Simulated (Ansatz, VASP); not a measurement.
# YbB2: VASP beside Ansatz

Contents of INCAR:

```
PREC = Accurate
ENCUT = 520
EDIFF = 1E-6
ISMEAR = -1
SIGMA = 0.05
LREAL = F
LASPH = T
NELM = 150
ALGO = Normal
ISIF = 2
LWAVE = F
LCHARG = F
ISPIN = 2
MAGMOM = 1.2 0 0
LORBIT = 11
NUPDOWN = 1.2
LMAXMIX = 6
GGA = PE
NBANDS = 26
```

File KPOINTS:

```
regular mesh
0
Gamma
  8 8 6
```

Contents of POSCAR:

```
YbB2
1.0
    3.2503000000      0.0000000000      0.0000000000
   -1.6251500000      2.8148423699      0.0000000000
    0.0000000000      0.0000000000      3.7315000000
Yb B
1 2
Direct
    0.0000000000      0.0000000000      0.0000000000
    0.6666666667      0.3333333333      0.5000000000
    0.3333333333      0.6666666667      0.5000000000
```

File input.yaml:

```yaml
crystal:
  lattice:
    - [3.2503, 0.0, 0.0]
    - [-1.62515, 2.8148423699, 0.0]
    - [0.0, 0.0, 3.7315]
  atoms:
    - { symbol: Yb, position: [0.0, 0.0, 0.0], spin: 1.2 }
    - { symbol: B, position: [0.6666666667, 0.3333333333, 0.5] }
    - { symbol: B, position: [0.3333333333, 0.6666666667, 0.5] }
hamiltonian:
  xc: pbe
  pseudopotentials: { kind: paw }
magnetization:
  spin_polarized: true
  initial_magnetization: 1.2
  spin_locking: { lock_magnetization: hard }
kpoints:
  mp_grid: { grid: [8, 8, 6] }
scf:
  occupations: { method: fermi_dirac, width: 0.05 }
  lower_state_search: "off"
output:
  forces: true
  stress: true
  eigenvalues: true
```

Alike in both runs: task single point; functional PBE; k mesh 8 × 8 × 6; occupations fermi-dirac, width 0.05 eV; collinear spin; fixed moment 1.2 μB.

|  | VASP | Ansatz |
| --- | --- | --- |
| version | VASP 6.6.1 | Ansatz 0.2.0 |
| potentials or method | VASP PAW PBE potentials, release 64 (Yb, B) | Ansatz PAW |
| plane-wave cutoff (eV) | 520 | 420 |
| valence electrons in the cell | 30 | 30 |

```csv
,VASP,Ansatz,Ansatz less VASP
pressure (GPa),2.2,1.2,-0.95
"traceless stress, the component that is largest in VASP (GPa)",5.75,5.59,-0.158
net moment per atom (μB),0.40,0.40,0.000
size of the moment on the site where the two differ most (μB),0.74,0.68,-0.059
```

Site moments also hang on the region over which each program counts them.

Spin-orbit coupling is off throughout.
